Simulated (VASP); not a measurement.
# Ba7LiTi8O23 (a cell with a defect) in VASP: notebook

Aim: see how the results for Ba7LiTi8O23 (a cell with a defect) move with the level of theory and the settings. Levels: PBEsol, HSE06. Tasks: single point.

Everything below comes from runs of VASP 6.6.1. Logs are shortened: lines on timing, memory, paths and dates and some standing lists are left out, and cuts for length are marked.

**1. The cell of the first run**

The cell holds a defect, 39 atoms: a = 7.940 Å, b = 7.940 Å, c = 7.940 Å, α = 90.00°, β = 90.00°, γ = 90.00°.

**2. Single point, PBEsol**

The input, INCAR:

```
SYSTEM = Ba7LiTi8O23
PREC = Accurate
ENCUT = 520
EDIFF = 1E-6
ISMEAR = -1
SIGMA = 0.05
LREAL = Auto
LASPH = .TRUE.
NELM = 60
ALGO = Normal
ISIF = 2
LWAVE = .FALSE.
LCHARG = .FALSE.
GGA = PS
NELECT = 308.0
ISYM = 0
NBANDS = 178
```

The input, KPOINTS:

```
Automatic mesh
0
Gamma
  1 1 1
  0.25 0.25 0.25
```

The input, POSCAR:

```
Ba7LiTi8O23
1.0
    7.9404200000      0.0000000000      0.0000000000
    0.0000000000      7.9404200000      0.0000000000
    0.0000000000      0.0000000000      7.9404200000
Ba Li Ti O
7 1 8 23
Direct
    0.0006720000      0.0009720000      0.0011890000
    0.9994330000      0.0011620000      0.5021330000
    0.9965930000      0.5047330000      0.0009320000
    0.0091490000      0.5064850000      0.5011830000
    0.5008650000      0.9989610000      0.0004840000
    0.5024130000      0.9988600000      0.5011960000
    0.5016980000      0.5052590000      0.0023660000
    0.6270710000      0.5044580000      0.4998610000
    0.2619890000      0.2632280000      0.2655190000
    0.2597830000      0.2603700000      0.7324740000
    0.2595580000      0.7589640000      0.2552110000
    0.2594260000      0.7547300000      0.7521880000
    0.7567280000      0.2576910000      0.2529870000
    0.7532310000      0.2582000000      0.7516340000
    0.7528190000      0.7544270000      0.2579130000
    0.7521170000      0.7543950000      0.7532420000
    0.2357680000      0.2382400000      0.4994670000
    0.2430800000      0.7470210000      0.9989260000
    0.2427290000      0.7538200000      0.4961630000
    0.7450680000      0.2506760000      0.0001590000
    0.7421190000      0.2543630000      0.4970780000
    0.7458400000      0.7465370000      0.9949470000
    0.7399910000      0.7412330000      0.4967280000
    0.9925650000      0.2493580000      0.2466570000
    0.9920430000      0.2488010000      0.7529860000
    0.9895890000      0.7469560000      0.2503440000
    0.9899030000      0.7456980000      0.7457760000
    0.4894740000      0.2446060000      0.2390680000
    0.4900180000      0.2432190000      0.7606570000
    0.4937320000      0.7520990000      0.2447970000
    0.4931390000      0.7509210000      0.7511450000
    0.2443180000      0.9971300000      0.2443550000
    0.2437000000      0.9969310000      0.7544780000
    0.2418050000      0.4922180000      0.2385240000
    0.2415390000      0.4926660000      0.7603020000
    0.7456510000      0.9955470000      0.2518370000
    0.7446880000      0.9956350000      0.7454390000
    0.7411650000      0.4976040000      0.2552590000
    0.7396240000      0.4965830000      0.7409390000
```

Potentials or basis: VASP PAW PBE potentials, release 64 (Ba_sv, Li_sv, Ti_sv, O).

Launch:

```console
$ cat potpaw_PBE.64/Ba_sv/POTCAR potpaw_PBE.64/Li_sv/POTCAR potpaw_PBE.64/Ti_sv/POTCAR potpaw_PBE.64/O/POTCAR > POTCAR
$ mpirun -np 1 vasp_std > vasp.out
```

OUTCAR:

```text
SYSTEM = Ba7LiTi8O23
   PREC = Accurate
   ENCUT = 520
   EDIFF = 1E-6
   ISMEAR = -1
   LREAL = Auto
   LASPH = .TRUE.
   NELM = 60
   ISIF = 2
   GGA = PS
   NELECT = 308.0
   ISYM = 0

 ion  position               nearest neighbor table
   1  0.001  0.001  0.001-  32 2.73  33 2.75  24 2.77  25 2.79  18 2.79  26 2.83  20 2.84  36 2.84
                            22 2.86  27 2.87  37 2.87  16 3.41  15 3.44  13 3.45  12 3.46  14 3.46
   2  0.999  0.001  0.502-  17 2.66  19 2.76  33 2.79  37 2.80  25 2.80  27 2.80  32 2.82  24 2.83
                            36 2.83  26 2.84  21 2.87  23 2.92  15 3.38  16 3.42  13 3.43  11 3.44
   3  0.997  0.505  0.001-  34 2.71  35 2.73  18 2.74  26 2.76  22 2.77  27 2.79  24 2.81  25 2.83
                            20 2.84  38 2.86  39 2.90  13 3.39  14 3.39  16 3.40  15 3.44  12 3.49
   4  0.009  0.506  0.501-  19 2.70  27 2.72  26 2.76  35 2.77  17 2.79  34 2.79  23 2.84  25 2.86
                            39 2.87  24 2.88  38 2.89  21 2.92   8 3.03  10 3.34   9 3.36  15 3.43
   5  0.501  0.999  0.000-  29 2.72  28 2.72  30 2.76  20 2.78  36 2.79  31 2.79  22 2.79  37 2.80
                            32 2.81  33 2.83  18 2.86  12 3.37  11 3.38  16 3.41  15 3.46  14 3.49
   6  0.502  0.999  0.501-  37 2.73  36 2.77  21 2.78  23 2.78  31 2.80  30 2.83  29 2.83  19 2.84
                            17 2.85  28 2.85  33 2.87  32 2.89  11 3.34  10 3.38  15 3.38  12 3.38
   7  0.502  0.505  0.002-  22 2.73  30 2.75  38 2.77  34 2.79  31 2.79  20 2.80  28 2.80  39 2.81
                            18 2.81  35 2.82  29 2.83  12 3.40   9 3.42  16 3.43  11 3.43  14 3.44
   8  0.627  0.504  0.500-  23 2.08  39 2.11  38 2.14  21 2.19   4 3.03
   9  0.262  0.263  0.266-  28 1.82  34 1.84  17 1.88  32 2.12  24 2.15   4 3.36   6 3.40   7 3.42
                             2 3.49   5 3.53   3 3.54   1 3.61
  10  0.260  0.260  0.732-  29 1.85  35 1.86  17 1.87  33 2.10  25 2.13   4 3.34   6 3.38   2 3.44
                             7 3.47   5 3.54   3 3.56   1 3.61
  11  0.260  0.759  0.255-  30 1.86  32 1.90  19 1.92  18 2.04  34 2.13  26 2.15   6 3.34   5 3.38
                             7 3.43   4 3.43   2 3.44   1 3.46   3 3.54
  12  0.259  0.755  0.752-  31 1.86  33 1.93  18 1.96  19 2.04  35 2.09  27 2.14   5 3.37   6 3.38
                             7 3.40   4 3.44   1 3.46   2 3.47   3 3.49
  13  0.757  0.258  0.253-  24 1.87  38 1.91  21 1.94  20 2.01  36 2.08  28 2.13   3 3.39   2 3.43
                             4 3.44   1 3.45   7 3.45   6 3.49   5 3.52
  14  0.753  0.258  0.752-  25 1.90  39 1.90  20 1.98  21 2.02  37 2.09  29 2.09   3 3.39   7 3.44
                             2 3.45   1 3.46   4 3.46   5 3.49   6 3.49
  15  0.753  0.754  0.258-  26 1.88  23 1.90  36 1.92  38 2.04  30 2.06  22 2.09   2 3.38   6 3.38
                             4 3.43   3 3.44   1 3.44   5 3.46   7 3.47
  16  0.752  0.754  0.753-  27 1.89  37 1.92  22 1.92  23 2.04  39 2.05  31 2.06   3 3.40   1 3.41
                             5 3.41   2 3.42   6 3.42   7 3.43   4 3.47
  17  0.236  0.238  0.499-  10 1.87   9 1.88   2 2.66   4 2.79   6 2.85
  18  0.243  0.747  0.999-  12 1.96  11 2.04   3 2.74   1 2.79   7 2.81   5 2.86
  19  0.243  0.754  0.496-  11 1.92  12 2.04   4 2.70   2 2.76   6 2.84
  20  0.745  0.251  0.000-  14 1.98  13 2.01   5 2.78   7 2.80   1 2.84   3 2.84
  21  0.742  0.254  0.497-  13 1.94  14 2.02   8 2.19   6 2.78   2 2.87   4 2.92
[... 4 lines left out ...]
  26  0.990  0.747  0.250-  15 1.88  11 2.15   3 2.76   4 2.76   1 2.83   2 2.84
  27  0.990  0.746  0.746-  16 1.89  12 2.14   4 2.72   3 2.79   2 2.80   1 2.87
  28  0.489  0.245  0.239-   9 1.82  13 2.13   5 2.72   7 2.80   6 2.85
  29  0.490  0.243  0.761-  10 1.85  14 2.09   5 2.72   6 2.83   7 2.83
  30  0.494  0.752  0.245-  11 1.86  15 2.06   7 2.75   5 2.76   6 2.83
  31  0.493  0.751  0.751-  12 1.86  16 2.06   7 2.79   5 2.79   6 2.80
  32  0.244  0.997  0.244-  11 1.90   9 2.12   1 2.73   5 2.81   2 2.82   6 2.89
  33  0.244  0.997  0.754-  12 1.93  10 2.10   1 2.75   2 2.79   5 2.83   6 2.87
  34  0.242  0.492  0.239-   9 1.84  11 2.13   3 2.71   4 2.79   7 2.79
  35  0.242  0.493  0.760-  10 1.86  12 2.09   3 2.73   4 2.77   7 2.82
  36  0.746  0.996  0.252-  15 1.92  13 2.08   6 2.77   5 2.79   2 2.83   1 2.84
  37  0.745  0.996  0.745-  16 1.92  14 2.09   6 2.73   2 2.80   5 2.80   1 2.87
  38  0.741  0.498  0.255-  13 1.91  15 2.04   8 2.14   7 2.77   3 2.86   4 2.89
  39  0.740  0.497  0.741-  14 1.90  16 2.05   8 2.11   7 2.81   4 2.87   3 2.90

IMPORTANT INFORMATION: All symmetrisations will be switched off!
NOSYMM: (Re-)initialisation of all symmetry stuff for point group C_1.

----------------------------------------------------------------------------------------

                                     Primitive cell

  volume of cell :     500.6456

  direct lattice vectors                    reciprocal lattice vectors
     7.940420000  0.000000000  0.000000000     0.125937923  0.000000000  0.000000000
     0.000000000  7.940420000  0.000000000     0.000000000  0.125937923  0.000000000
     0.000000000  0.000000000  7.940420000     0.000000000  0.000000000  0.125937923

  length of vectors
     7.940420000  7.940420000  7.940420000     0.125937923  0.125937923  0.125937923

  position of ions in fractional coordinates (direct lattice)
     0.000672000  0.000972000  0.001189000
     0.999433000  0.001162000  0.502133000
[... 97 lines left out ...]

  Shift w.r.t. Gamma in fractional coordinates (k-lattice)
     0.250000000  0.250000000  0.250000000

 Subroutine IBZKPT returns following result:
 ===========================================

 Found      4 irreducible k-points:

 Following reciprocal coordinates:
            Coordinates               Weight
  0.250000  0.250000  0.250000      2.000000
 -0.250000  0.250000  0.250000      2.000000
 -0.250000 -0.250000  0.250000      2.000000
  0.250000 -0.250000  0.250000      2.000000
   k-points           NKPTS =      4   k-points in BZ     NKDIM =      4   number of bands    NBANDS=    178
   number of dos      NEDOS =    301   number of ions     NIONS =     39
   total plane-waves  NPLWV = 216000
   dimension x,y,z NGX =    60 NGY =   60 NGZ =   60
   dimension x,y,z NGXF=   120 NGYF=  120 NGZF=  120
   ions per type =               7   1   8  23
   NGX,Y,Z   is equivalent  to a cutoff of  12.56, 12.56, 12.56 a.u.
   NGXF,Y,Z  is equivalent  to a cutoff of  25.12, 25.12, 25.12 a.u.
 SYSTEM =  Ba7LiTi8O23
   PREC   = accura    normal or accurate (medium, high low for compatibility)
   ISTART =      0    job   : 0-new  1-cont  2-samecut
   ICHARG =      2    charge: 1-file 2-atom 10-const
   ISPIN  =      1    spin polarized calculation?
   LNONCOLLINEAR =      F non collinear calculations
   LSORBIT =      F    spin-orbit coupling
   LASPH  =      T    aspherical Exc in radial PAW
   ENCUT  =  520.0 eV  38.22 Ry    6.18 a.u.  14.76 14.76 14.76*2*pi/ulx,y,z
   NELM   =     60;   NELMIN=  2; NELMDL= -5     # of ELM steps
   EDIFF  = 0.1E-05   stopping-criterion for ELM
   LREAL  =      T    real-space projection
   EDIFFG = 0.1E-04   stopping-criterion for IOM
   NSW    =      0    number of steps for IOM
   IBRION =     -1    ionic relax: 0-MD 1-quasi-New 2-CG
   NFREE  =      0    steps in history (QN), initial steepest desc. (CG)
   ISIF   =      2    stress and relaxation
   ISYM   =      0    0-nonsym 1-usesym 2-fastsym
   POTIM  = 0.5000    time-step for ionic-motion
   TEBEG  =    0.0;   TEEND  =   0.0 temperature during run
   PSTRESS=    0.0 pullay stress
   NELECT =     308.0000    total number of electrons
   NUPDOWN=      -1.0000    fix difference up-down
   EMIN   =  10.00;   EMAX   =-10.00  energy-range for DOS
   EFERMI =   0.00;   METHOD = LEGACY
   ISMEAR =    -1;   SIGMA  =   0.05  broadening in eV -4-tet -1-fermi 0-gaus
   EFERMI_NEDOS =   21; number of points for ismear=-14 and -15
   IALGO  =     38    algorithm
   IMIX   =      4    mixing-type and parameters
     AMIX     =   0.40;   BMIX     =  1.00
     AMIX_MAG =   1.60;   BMIX_MAG =  1.00
  volume/ion in A,a.u.               =      12.84        86.63
  Fermi-wavevector in a.u.,A,eV,Ry     =   1.392349  2.631159 26.376759  1.938637
  Thomas-Fermi vector in A             =   2.516101
   LORBIT       =      0    0 simple, 1 ext, 2 COOP (PROOUT), +10 PAW based schemes
   GGA     = PS    functional components
   LHFCALC =     F    Hartree Fock is set to
   AEXX    =    0.0000 exact exchange contribution
   IVDW    =     0    specifies the selected vdW correction
   LEPSILON=     F    determine dielectric tensor
   LRPA    =     F    only Hartree local field effects (RPA)
 non-spin polarized calculation
  energy-cutoff  :      520.00
  volume of cell :      500.65
 maximum number of plane-waves:     13475
   NGX = 29   NGY = 29   NGZ = 29

 number of electron     308.0000010 magnetization

 Free energy of the ion-electron system (eV)
  ---------------------------------------------------
  ext. energy  EPLUGINS =         0.00000000
  ---------------------------------------------------
  free energy    TOTEN  =      -317.09475749 eV

  energy without entropy =     -317.02974934  energy(sigma->0) =     -317.06225342

 E-fermi :   6.0025     XC(G=0): -11.3124

 val. band max:        5.8947965781   @ k =  -0.2500  -0.2500   0.2500
 cond. band min:       6.1118757526   @ k =   0.2500  -0.2500   0.2500
 fundamental gap:      0.2170791744
 Fermi energy:         6.0025314744

 k-point     1 :       0.2500    0.2500    0.2500
  band No.  band energies     occupation
      1     -52.4803      2.00000
      2     -52.4794      2.00000
      3     -52.4235      2.00000
      4     -52.4025      2.00000
      5     -52.3873      2.00000
      6     -52.3530      2.00000
[... 665 lines left out ...]
    165       7.2016      0.00000
    166       7.2333      0.00000
 [bands above 166 left out]

------------------------ aborting loop because EDIFF is reached ----------------------------------------

  FORCE on cell =-STRESS in cart. coord.  units (eV):
  Direction    XX          YY          ZZ          XY          YZ          ZX
  --------------------------------------------------------------------------------------
  -------------------------------------------------------------------------------------
  Total       17.7657228     14.1868898     15.9255233     -0.0771944      0.0889528      0.2158520
  in kB       56.8542637     45.4012022     50.9652161     -0.2470394      0.2846687      0.6907744
  external PRESSURE =      51.0735607 kB  Pullay stress =       0.0000000 kB

 VOLUME and BASIS-vectors are now :
 -----------------------------------------------------------------------------
  energy-cutoff  :      520.00
  volume of cell :      500.65
      direct lattice vectors                 reciprocal lattice vectors
     7.940420000  0.000000000  0.000000000     0.125937923  0.000000000  0.000000000
     0.000000000  7.940420000  0.000000000     0.000000000  0.125937923  0.000000000
     0.000000000  0.000000000  7.940420000     0.000000000  0.000000000  0.125937923

 POSITION                                       TOTAL-FORCE (eV/Angst)
 -----------------------------------------------------------------------------------
      0.00534      0.00772      0.00944        -0.083662     -0.015824     -0.028728
      7.93592      0.00923      3.98715        -0.107509     -0.051920     -0.039199
      7.91337      4.00779      0.00740        -0.043625     -0.016135     -0.012795
      0.07265      4.02170      3.97960        -0.065379     -0.045503     -0.041891
      3.97708      7.93217      0.00384         0.044091      0.001718      0.024101
      3.98937      7.93137      3.97971        -0.004883     -0.015067     -0.033526
[... 31 lines left out ...]
      5.88516      3.95118      2.02686         0.002478      0.038939      0.058091
      5.87293      3.94308      5.88337         0.001827      0.048663     -0.013097
 -----------------------------------------------------------------------------------
    total drift:                                0.017218      0.016590      0.017397

  FREE ENERGIE OF THE ION-ELECTRON SYSTEM (eV)
  ---------------------------------------------------
  free  energy   TOTEN  =      -317.0947574905 eV

  energy  without entropy=     -317.0297493434  energy(sigma->0) =     -317.06225342
```

It took 30 min on 1 thread of Intel Xeon 8259CL, shared host; peak memory 0.64 GiB.

What came out:

* Free energy: -317.0948 eV
* Largest force: 0.241 eV/Å

Forces on the atoms (eV/Å):
```
Ba  -0.084 -0.016 -0.029
Ba  -0.108 -0.052 -0.039
Ba  -0.044 -0.016 -0.013
Ba  -0.065 -0.046 -0.042
Ba   0.044  0.002  0.024
Ba  -0.005 -0.015 -0.034
Ba   0.006 -0.035 -0.075
Li   0.001  0.002  0.007
Ti  -0.124 -0.156  0.136
Ti   0.092  0.070  0.071
Ti  -0.038 -0.205 -0.097
Ti  -0.084  0.028 -0.087
Ti  -0.198 -0.087 -0.075
Ti   0.012 -0.127 -0.043
Ti  -0.117 -0.137 -0.148
Ti  -0.027 -0.098 -0.133
O    0.069  0.056 -0.003
O    0.050  0.026 -0.154
O    0.065 -0.027  0.229
O    0.007  0.040 -0.168
O   -0.033  0.053  0.226
O    0.014  0.029  0.114
O   -0.004 -0.015  0.141
O    0.140  0.023 -0.004
O    0.068  0.057  0.000
O    0.112  0.022  0.013
O    0.092  0.061  0.043
O    0.093  0.018 -0.002
O   -0.112  0.076 -0.037
O   -0.001  0.001  0.064
O   -0.041 -0.014 -0.014
O    0.020  0.119  0.008
O    0.053  0.038  0.014
O    0.031  0.127  0.008
O    0.064 -0.077 -0.008
O    0.007  0.098  0.026
O    0.039  0.088  0.034
O    0.002  0.039  0.058
O    0.002  0.049 -0.013
```

Caveat: the cell carries a net charge on a neutralising background, which shifts energy and pressure; the cell is charged against a uniform background, so pressure and absolute levels hang on convention; the cutoff is under 1.25 times the usual one of these potentials, so pressure, stress and relaxed cells hold a basis-set (Pulay) error; the PAW data sets were made with another functional, which shifts forces and pressure a little; spin-orbit coupling is left out, which moves the levels of the heavy elements.

**3. Single point, PBEsol**

The input, INCAR:

```
SYSTEM = Ba7LiTi8O23
PREC = Accurate
ENCUT = 650
EDIFF = 1E-6
ISMEAR = -1
SIGMA = 0.05
LREAL = Auto
LASPH = .TRUE.
NELM = 120
ALGO = Normal
ISIF = 2
LWAVE = .FALSE.
LCHARG = .FALSE.
GGA = PS
NELECT = 308.0
ISYM = -1
NBANDS = 178
GGA_COMPAT = .FALSE.
```

The input, KPOINTS:

```
explicit points
1
Reciprocal
  0.25000000   0.25000000   0.25000000 1
```

POSCAR is that of step 2.

Potentials or basis: VASP PAW PBE potentials, release 64 (Ba_sv, Li_sv, Ti_sv, O).

Launch:

```console
$ cat potpaw_PBE.64/Ba_sv/POTCAR potpaw_PBE.64/Li_sv/POTCAR potpaw_PBE.64/Ti_sv/POTCAR potpaw_PBE.64/O/POTCAR > POTCAR
$ mpirun -np 1 vasp_std > vasp.out
```

Run time: 8.7 min. Hardware: 1 thread of Intel Xeon Platinum 8488C (Sapphire Rapids), shared host; peak memory 0.74 GiB.

The run converged. Its results:

| Item | Value |
| --- | --- |
| Free energy | -317.2724 eV |
| Largest force | 0.107 eV/Å |

Forces on the atoms (eV/Å):
```
Ba  -0.054  0.004 -0.002
Ba  -0.091 -0.038 -0.022
Ba  -0.044 -0.026 -0.010
Ba  -0.054 -0.028 -0.008
Ba   0.028  0.004  0.013
Ba  -0.008  0.003 -0.015
Ba   0.009 -0.030 -0.007
Li   0.004  0.010  0.010
Ti  -0.024 -0.019  0.031
Ti   0.004 -0.015  0.015
Ti  -0.026 -0.047 -0.003
Ti  -0.022 -0.040 -0.007
Ti  -0.055 -0.046 -0.037
Ti  -0.038 -0.044  0.014
Ti  -0.061 -0.060 -0.064
Ti  -0.021 -0.048 -0.053
O    0.069  0.053 -0.005
O    0.026  0.022 -0.029
O    0.058 -0.025  0.033
O    0.006  0.012 -0.020
O   -0.029  0.040  0.046
O    0.003  0.024  0.029
O   -0.023 -0.030  0.071
O    0.086  0.008 -0.009
O    0.065  0.011 -0.002
O    0.091  0.019 -0.010
O    0.079  0.024  0.016
O   -0.014  0.030  0.028
O   -0.028  0.048 -0.046
O   -0.022 -0.030  0.050
O   -0.037 -0.039 -0.039
O    0.017  0.051  0.003
O    0.018  0.040  0.002
O    0.039  0.002  0.024
O    0.054  0.008 -0.024
O    0.010  0.073  0.005
O    0.013  0.057  0.015
O   -0.009  0.004  0.036
O   -0.020  0.019 -0.030
```

Levels at points of the mesh, in eV from the Fermi level:
```
           k point  band 152  band 153  band 154  band 155  band 156  band 157
(0.25, 0.25, 0.25)     -2.75     -2.71     -0.13      0.14      0.26      0.31
```

Caveat: the cell carries a net charge on a neutralising background, which shifts energy and pressure; the cell is charged against a uniform background, so pressure and absolute levels hang on convention; the PAW data sets were made with another functional, which shifts forces and pressure a little; spin-orbit coupling is left out, which moves the levels of the heavy elements.

[end of part 1 of 2]
